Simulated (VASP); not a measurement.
NiO, 2 atoms in the cell. The typed cell holds 2 atoms: a = 2.950 Å, b = 2.950 Å, c = 2.950 Å, α = 60.00°, β = 60.00°, γ = 60.00°.  This cell differs from its parent crystal: atoms moved at random.

| Item | Value |
| --- | --- |
| Program | VASP 6.6.1 |
| Task | single point |
| Functional | PBE |
| Potentials or basis | VASP PAW PBE potentials, release 64 (Ni, O) |
| Cutoff | 520 eV |
| k mesh | 11 × 11 × 11 |
| Occupations | fermi-dirac, width 0.1 eV |
| Spin | collinear spin, ferromagnetic start |
| Starting moments | [1.0, 0.0] μB |
| Dipole correction | no |
| Further INCAR settings | ALGO = Normal; EDIFF = 1e-06; NBANDS = 19 |

Potentials or basis: VASP PAW PBE potentials, release 64 (Ni, O).

Launch:

```bash
$ cat potpaw_PBE.64/Ni/POTCAR potpaw_PBE.64/O/POTCAR > POTCAR
$ mpirun -np 1 vasp_std > vasp.out
```

Hardware: 1 thread of Intel(R) Xeon(R) Platinum 8259CL CPU @ 2.50GHz (Skylake/Cascade Lake), with other jobs on the host.

Task: How long does it take, and how much memory?

Result: It took 6.9 min on 1 thread of Intel(R) Xeon(R) Platinum 8259CL CPU @ 2.50GHz (Skylake/Cascade Lake), on a shared host, peak memory 0.45 GiB. Counts: scf iterations 16, k points 666.
